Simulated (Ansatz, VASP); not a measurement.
One calculation of Sb, two programs

```
Sb
1.0
     0.00000    2.39540    2.39540
     2.39540    0.00000    2.39540
     2.39540    2.39540    0.00000
Sb
1
Direct
  0.00000 0.00000 0.00000
```

Alike in both runs: functional PBE; k mesh 14 × 14 × 14; occupations fermi-dirac, width 0.1 eV; no spin polarisation.

Ansatz relaxed the structure, and its values are those at the end. VASP's run is a single point on that final structure, the one shown.

|  | VASP | Ansatz |
| --- | --- | --- |
| version | VASP 6.6.1 | Ansatz 0.2.0 |
| potentials or method | VASP PAW PBE potentials, release 64 (Sb) | PAW with Ansatz's default frozen-core files, scalar-relativistic |
| plane-wave cutoff (eV) | 500 | 420 |
| valence electrons in the cell | 5 | 15 |

```tsv
	VASP	Ansatz	Ansatz less VASP
pressure (GPa)	-0.1	0.0	+0.14
```

The functional is the same, so the differences come from potentials, cutoffs and numerics. VASP's potentials hold 5 valence electrons a cell and Ansatz's 15, so a difference there can come from the potentials and not from the codes.

Spin-orbit coupling is off throughout.
